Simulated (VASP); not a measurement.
## Fe: single point with PBE

Fe:

```
Fe
1.0
    -1.41579    1.41579    1.41579
     1.41579   -1.41579    1.41579
     1.41579    1.41579   -1.41579
Fe
1
Cartesian
  0.0000 0.0000 0.0000
```

```yaml
Program: VASP 6.6.1
Task: single point
Functional: PBE
Potentials_or_basis: VASP PAW PBE potentials, release 64 (Fe)
Cutoff: 520 eV
k_mesh: 20 × 20 × 20
Occupations: gaussian, width 0.1 eV
Spin: collinear spin, ferromagnetic start
Starting_moments: "[2.66] μB"
Dipole_correction: no
Further_INCAR_settings: ALGO = Normal; EDIFF = 1e-06; NBANDS = 14
```

The pressure is -0.1 GPa. The net moment is 2.19 μB per cell and the site moments are Fe +2.19 μB. The valence electrons inside the program's atomic spheres are Fe 7.27.

Levels at points of the mesh, in eV from the Fermi level:
Spin up:
| k point | band 3 | band 4 | band 5 | band 6 | band 7 | band 8 |
| --- | --- | --- | --- | --- | --- | --- |
| (0.00, 0.00, 0.00) | -2.31 | -2.31 | -1.09 | -1.09 | 25.03 | 25.03 |
| (0.50, 0.00, 0.00) | -1.03 | -0.90 | 0.39 | 0.52 | 7.36 | 18.38 |
| (0.50, 0.50, 0.50) | 0.12 | 0.12 | 0.12 | 9.94 | 9.94 | 9.94 |
Spin down:
```csv
k point,band 1,band 2,band 3,band 4,band 5,band 6,band 7,band 8
"(0.00, 0.00, 0.00)",-8.27,-0.39,-0.39,-0.39,1.66,1.66,24.78,24.78
"(0.50, 0.00, 0.00)",-3.64,-1.67,0.63,1.52,1.92,2.61,8.73,18.42
"(0.50, 0.50, 0.50)",-3.03,-3.03,2.30,2.30,2.30,10.22,10.22,10.22
```

Wall time 38 s on 1 thread of AMD EPYC 9R45 96-Core Processor (Zen 5), on a shared host, peak memory 0.14 GiB.
